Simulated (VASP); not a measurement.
# LiOs (Pmma) in VASP: notebook

LiOs is run at these levels: PBE; tasks: single point, relaxation of cell and atoms.

All numbers are computed with VASP 6.6.1; they aren't measurements. Logs are shortened: lines on timing, memory, paths and dates and some standing lists are left out, and cuts for length are marked.

## Step 1: The cell of the first run

Symmetry: Pmma, No. 51, orthorhombic system. Conventional cell: a = 4.511 Å, b = 2.504 Å, c = 5.336 Å, α = 90.00°, β = 90.00°, γ = 90.00°. Within 3.3 Å of Li (site symmetry mm2) lie 4 Li at 2.50 to 2.53 Å and 4 Os at 2.62 to 2.75 Å. Os (site symmetry mm2) has 4 Os at 2.49 to 2.50 Å and 4 Li at 2.62 to 2.75 Å within 3.3 Å.

## Step 2: Single point, PBE

The input, INCAR:

```
PREC = Accurate
ENCUT = 520
EDIFF = 1E-6
ISMEAR = 0
SIGMA = 0.1
LREAL = False
LASPH = True
NELM = 100
ALGO = Normal
ISIF = 2
LWAVE = False
LCHARG = False
GGA = PE
NBANDS = 19
```

The input, KPOINTS:

```
Automatic mesh
0
Gamma
  4 6 2
```

The input, POSCAR:

```
LiOs
1.0
    4.5108557892      0.0000000000      0.0000000000
    0.0000000000      2.5043995978      0.0000000000
    0.0000000000      0.0000000000      5.3363360292
Li Os
2 2
Direct
    0.7500000000      0.0000000000      0.3920700180
    0.2500000000      0.0000000000      0.6079299820
    0.7500000000      0.0000000000      0.9012024603
    0.2500000000      0.0000000000      0.0987975397
```

Potentials or basis: VASP PAW PBE potentials, release 64 (Li_sv, Os).

The run is started by

```sh
$ cat potpaw_PBE.64/Li_sv/POTCAR potpaw_PBE.64/Os/POTCAR > POTCAR
$ mpirun -np 1 vasp_std > vasp.out
```

OUTCAR:

```text
PREC = Accurate
   ENCUT = 520
   EDIFF = 1E-6
   ISMEAR = 0
   LREAL = False
   LASPH = True
   NELM = 100
   ISIF = 2
   GGA = PE

 ion  position               nearest neighbor table
   1  0.750  0.000  0.392-   2 2.53   2 2.53   3 2.62   3 2.72   4 2.75   4 2.75
   2  0.250  0.000  0.608-   1 2.53   1 2.53   4 2.62   4 2.72   3 2.75   3 2.75
   3  0.750  0.000  0.901-   4 2.49   4 2.49   1 2.62   1 2.72   2 2.75   2 2.75
   4  0.250  0.000  0.099-   3 2.49   3 2.49   2 2.62   2 2.72   1 2.75   1 2.75

  LATTYP: Found a simple orthorhombic cell.
 ALAT       =     2.5043995978
 B/A-ratio  =     1.8011725418
 C/A-ratio  =     2.1307845736

  Lattice vectors:

 A1 = (   0.0000000000,  -2.5043995978,   0.0000000000)
 A2 = (   4.5108557892,   0.0000000000,   0.0000000000)
 A3 = (   0.0000000000,   0.0000000000,   5.3363360292)

Analysis of symmetry for initial positions (statically):
=====================================================================
 Subroutine PRICEL returns:
 Original cell was already a primitive cell.

 Routine SETGRP: Setting up the symmetry group for a
 simple orthorhombic supercell.

 Subroutine GETGRP returns: Found  8 space group operations
 (whereof  4 operations were pure point group operations)
 out of a pool of  8 trial point group operations.

The static configuration has the point symmetry C_2h.
 The point group associated with its full space group is D_2h.

Analysis of symmetry for dynamics (positions and initial velocities):
=====================================================================
 Subroutine PRICEL returns:
 Original cell was already a primitive cell.

 Routine SETGRP: Setting up the symmetry group for a
 simple orthorhombic supercell.

 Subroutine GETGRP returns: Found  8 space group operations
 (whereof  4 operations were pure point group operations)
 out of a pool of  8 trial point group operations.

The dynamic configuration has the point symmetry C_2h.
 The point group associated with its full space group is D_2h.

 Subroutine INISYM returns: Found  8 space group operations
 (whereof  4 operations are pure point group operations),
 and found     1 'primitive' translations

----------------------------------------------------------------------------------------

                                     Primitive cell

  volume of cell :      60.2845

  direct lattice vectors                    reciprocal lattice vectors
     4.510855789  0.000000000  0.000000000     0.221687424  0.000000000  0.000000000
     0.000000000  2.504399598  0.000000000     0.000000000  0.399297301  0.000000000
     0.000000000  0.000000000  5.336336029     0.000000000  0.000000000  0.187394496

  length of vectors
     4.510855789  2.504399598  5.336336029     0.221687424  0.399297301  0.187394496

  position of ions in fractional coordinates (direct lattice)
     0.750000000  0.000000000  0.392070018
     0.250000000  0.000000000  0.607929982
     0.750000000  0.000000000  0.901202460
     0.250000000  0.000000000  0.098797540

  ion indices of the primitive-cell ions
   primitive index   ion index
                 1           1
                 2           2
                 3           3
                 4           4

----------------------------------------------------------------------------------------

 KPOINTS: Automatic mesh

Automatic generation of k-mesh.
 Grid dimensions read from file:
 generate k-points for:    4    6    2

 Generating k-lattice:

  Cartesian coordinates                     Fractional coordinates (reciprocal lattice)
     0.055421856  0.000000000  0.000000000     0.250000000  0.000000000  0.000000000
     0.000000000  0.066549550  0.000000000     0.000000000  0.166666667  0.000000000
     0.000000000  0.000000000  0.093697248     0.000000000  0.000000000  0.500000000

  Length of vectors
     0.055421856  0.066549550  0.093697248

  Shift w.r.t. Gamma in fractional coordinates (k-lattice)
     0.000000000  0.000000000  0.000000000

 Subroutine IBZKPT returns following result:
 ===========================================

 Found     24 irreducible k-points:

 Following reciprocal coordinates:
            Coordinates               Weight
  0.000000  0.000000  0.000000      1.000000
  0.250000  0.000000  0.000000      2.000000
  0.500000  0.000000  0.000000      1.000000
  0.000000  0.166667  0.000000      2.000000
  0.250000  0.166667  0.000000      4.000000
  0.500000  0.166667  0.000000      2.000000
[... 16 lines left out ...]
  0.250000  0.500000  0.500000      2.000000
  0.500000  0.500000  0.500000      1.000000
   k-points           NKPTS =     24   k-points in BZ     NKDIM =     24   number of bands    NBANDS=     19
   number of dos      NEDOS =    301   number of ions     NIONS =      4
   total plane-waves  NPLWV =  28800
   dimension x,y,z NGX =    36 NGY =   20 NGZ =   40
   dimension x,y,z NGXF=    72 NGYF=   40 NGZF=   80
   ions per type =               2   2
   NGX,Y,Z   is equivalent  to a cutoff of  13.27, 13.28, 12.46 a.u.
   NGXF,Y,Z  is equivalent  to a cutoff of  26.54, 26.55, 24.92 a.u.
 SYSTEM =  unknown system
   PREC   = accura    normal or accurate (medium, high low for compatibility)
   ISTART =      0    job   : 0-new  1-cont  2-samecut
   ICHARG =      2    charge: 1-file 2-atom 10-const
   ISPIN  =      1    spin polarized calculation?
   LNONCOLLINEAR =      F non collinear calculations
   LSORBIT =      F    spin-orbit coupling
   LASPH  =      T    aspherical Exc in radial PAW
   ENCUT  =  520.0 eV  38.22 Ry    6.18 a.u.   8.39  4.66  9.92*2*pi/ulx,y,z
   NELM   =    100;   NELMIN=  2; NELMDL= -5     # of ELM steps
   EDIFF  = 0.1E-05   stopping-criterion for ELM
   LREAL  =      F    real-space projection
   EDIFFG = 0.1E-04   stopping-criterion for IOM
   NSW    =      0    number of steps for IOM
   IBRION =     -1    ionic relax: 0-MD 1-quasi-New 2-CG
   NFREE  =      0    steps in history (QN), initial steepest desc. (CG)
   ISIF   =      2    stress and relaxation
   ISYM   =      2    0-nonsym 1-usesym 2-fastsym
   POTIM  = 0.5000    time-step for ionic-motion
   TEBEG  =    0.0;   TEEND  =   0.0 temperature during run
   PSTRESS=    0.0 pullay stress
   NELECT =      22.0000    total number of electrons
   NUPDOWN=      -1.0000    fix difference up-down
   EMIN   =  10.00;   EMAX   =-10.00  energy-range for DOS
   EFERMI =   0.00;   METHOD = LEGACY
   ISMEAR =     0;   SIGMA  =   0.10  broadening in eV -4-tet -1-fermi 0-gaus
   EFERMI_NEDOS =   21; number of points for ismear=-14 and -15
   IALGO  =     38    algorithm
   IMIX   =      4    mixing-type and parameters
     AMIX     =   0.40;   BMIX     =  1.00
     AMIX_MAG =   1.60;   BMIX_MAG =  1.00
  volume/ion in A,a.u.               =      15.07       101.70
  Fermi-wavevector in a.u.,A,eV,Ry     =   1.169896  2.210782 18.621695  1.368656
  Thomas-Fermi vector in A             =   2.306362
   LORBIT       =      0    0 simple, 1 ext, 2 COOP (PROOUT), +10 PAW based schemes
   GGA     = PE    functional components
   LHFCALC =     F    Hartree Fock is set to
   AEXX    =    0.0000 exact exchange contribution
   IVDW    =     0    specifies the selected vdW correction
   LEPSILON=     F    determine dielectric tensor
   LRPA    =     F    only Hartree local field effects (RPA)
 non-spin polarized calculation
 Gauss-broadening in eV      SIGMA  =   0.10
  energy-cutoff  :      520.00
  volume of cell :       60.28
 maximum number of plane-waves:      1648
 NGX is ok and might be reduce to    36
   NGX = 17   NGY =  9   NGZ = 19

 number of electron      22.0000020 magnetization

 Free energy of the ion-electron system (eV)
  ---------------------------------------------------
  ext. energy  EPLUGINS =         0.00000000
  ---------------------------------------------------
  free energy    TOTEN  =       -24.45729705 eV

  energy without entropy =      -24.45145018  energy(sigma->0) =      -24.45437361

 E-fermi :   4.9402     XC(G=0): -10.7314

 val. band max:        4.7259660836   @ k =   0.0000   0.0000   0.0000
 cond. band min:       4.9472440931   @ k =   0.2500   0.1667   0.0000
 fundamental gap:      0.2212780095
 Fermi energy:         4.9401909425

 k-point     1 :       0.0000    0.0000    0.0000
  band No.  band energies     occupation
      1     -41.3301      2.00000
      2     -41.2832      2.00000
      3      -3.2663      2.00000
      4      -0.7346      2.00000
      5      -0.5444      2.00000
      6       0.9720      2.00000
[... 11 lines left out ...]
     18      12.2705      0.00000
     19      12.5098      0.00000

 k-point     2 :       0.2500    0.0000    0.0000
  band No.  band energies     occupation
      1     -41.3232      2.00000
      2     -41.2900      2.00000
      3      -2.8056      2.00000
      4      -0.8547      2.00000
      5      -0.5085      2.00000
      6       0.2374      2.00000
[... 11 lines left out ...]
     18      11.8554      0.00000
     19      13.7226      0.00000

 k-point     3 :       0.5000    0.0000    0.0000
  band No.  band energies     occupation
      1     -41.3065      2.00000
      2     -41.3065      2.00000
      3      -1.7387      2.00000
      4      -1.7387      2.00000
      5      -0.1163      2.00000
      6      -0.1163      2.00000
[... 11 lines left out ...]
     18      10.7952      0.00000
     19      16.3021      0.00000

 k-point     4 :       0.0000    0.1667    0.0000
  band No.  band energies     occupation
      1     -41.3176      2.00000
      2     -41.2717      2.00000
      3      -2.2625      2.00000
      4       0.2253      2.00000
      5       1.1191      2.00000
      6       1.2414      2.00000
[... 407 lines left out ...]
     18      12.5040      0.00000
     19      12.5774      0.00000

 k-point    23 :       0.2500    0.5000    0.5000
  band No.  band energies     occupation
      1     -41.2731      2.00000
      2     -41.2432      2.00000
      3      -1.1576      2.00000
      4       0.1999      2.00000
      5       0.6797      2.00000
      6       0.8968      2.00000
[... 11 lines left out ...]
     18      11.7515      0.00000
     19      12.4001      0.00000

 k-point    24 :       0.5000    0.5000    0.5000
  band No.  band energies     occupation
      1     -41.2581      2.00000
      2     -41.2581      2.00000
      3      -0.7265      2.00000
      4      -0.7265      2.00000
      5       1.0728      2.00000
      6       1.0728      2.00000
[... 11 lines left out ...]
     18       9.8267      0.00000
     19      12.3719      0.00000

------------------------ aborting loop because EDIFF is reached ----------------------------------------

  FORCE on cell =-STRESS in cart. coord.  units (eV):
  Direction    XX          YY          ZZ          XY          YZ          ZX
  --------------------------------------------------------------------------------------
  -------------------------------------------------------------------------------------
  Total       -0.1912140     -0.0941692     -0.1031955      0.0000000      0.0000000      0.0000000
  in kB       -5.0818819     -2.5027274     -2.7426207      0.0000000      0.0000000      0.0000000
  external PRESSURE =      -3.4424100 kB  Pullay stress =       0.0000000 kB

 VOLUME and BASIS-vectors are now :
 -----------------------------------------------------------------------------
  energy-cutoff  :      520.00
  volume of cell :       60.28
      direct lattice vectors                 reciprocal lattice vectors
     4.510855789  0.000000000  0.000000000     0.221687424  0.000000000  0.000000000
     0.000000000  2.504399598  0.000000000     0.000000000  0.399297301  0.000000000
     0.000000000  0.000000000  5.336336029     0.000000000  0.000000000  0.187394496

 POSITION                                       TOTAL-FORCE (eV/Angst)
 -----------------------------------------------------------------------------------
      3.38314      0.00000      2.09222        -0.000000      0.000000     -0.003271
      1.12771      0.00000      3.24412        -0.000000      0.000000      0.003271
      3.38314      0.00000      4.80912        -0.000000      0.000000      0.014088
      1.12771      0.00000      0.52722         0.000000      0.000000     -0.014088
 -----------------------------------------------------------------------------------
    total drift:                                0.000000      0.000000      0.000000

  FREE ENERGIE OF THE ION-ELECTRON SYSTEM (eV)
  ---------------------------------------------------
  free  energy   TOTEN  =       -24.4572970464 eV

  energy  without entropy=      -24.4514501805  energy(sigma->0) =      -24.45437361
```

Run time: 46 s. Hardware: 1 thread of AMD EPYC 7R13, shared host; peak memory 0.15 GiB.

Results:

```
Free energy            : -24.4573 eV
Largest force          : 0.014 eV/Å
Band gap on the k mesh : zero (bands 11 and 12 overlap by 2.51 eV)
```

Forces in eV/Å, atoms in the order of the input:
```
Li   0.000  0.000 -0.003
Li   0.000  0.000  0.003
Os   0.000  0.000  0.014
Os   0.000  0.000 -0.014
```

Levels at points of the mesh, in eV from the Fermi level:
```
           k point  band 7  band 8  band 9  band 10  band 11  band 12  band 13  band 14  band 15  band 16
(0.00, 0.00, 0.00)   -3.10   -3.05   -2.52    -0.93    -0.47    -0.21     0.98     1.13     1.88     2.32
(0.50, 0.00, 0.00)   -4.17   -4.17   -0.57    -0.57     0.16     0.16     0.71     0.71     1.76     1.76
(0.00, 0.50, 0.00)   -2.15   -1.92   -1.60    -1.25    -1.02    -0.74     2.34     4.88     5.03     5.23
(0.50, 0.50, 0.00)   -3.00   -3.00   -1.44    -1.44     1.77     1.77     2.17     2.17     4.71     4.71
(0.00, 0.00, 0.50)   -3.44   -3.21   -2.88    -1.98    -0.46     0.99     1.10     1.77     2.32     3.96
(0.50, 0.00, 0.50)   -3.76   -3.76   -2.04    -2.04     0.14     0.14     1.69     1.69     1.77     1.77
(0.00, 0.50, 0.50)   -2.34   -1.81   -1.65    -1.33    -0.57     0.60     1.57     2.20     5.86     6.56
(0.50, 0.50, 0.50)   -2.90   -2.90   -1.54    -1.54     1.72     1.72     2.98     2.98     4.63     4.63
```

Caveat: the k points lie up to 0.59 Å⁻¹ apart, too coarse for converged energies and pressures of a metal; the cutoff is under 1.25 times the usual one of these potentials, so pressure, stress and relaxed cells hold a basis-set (Pulay) error; spin-orbit coupling is left out, which moves the levels of the heavy elements.

(Part 1 of 2 ends here.)

The gap in the log of VASP goes by the Fermi energy; the results here count the filled bands.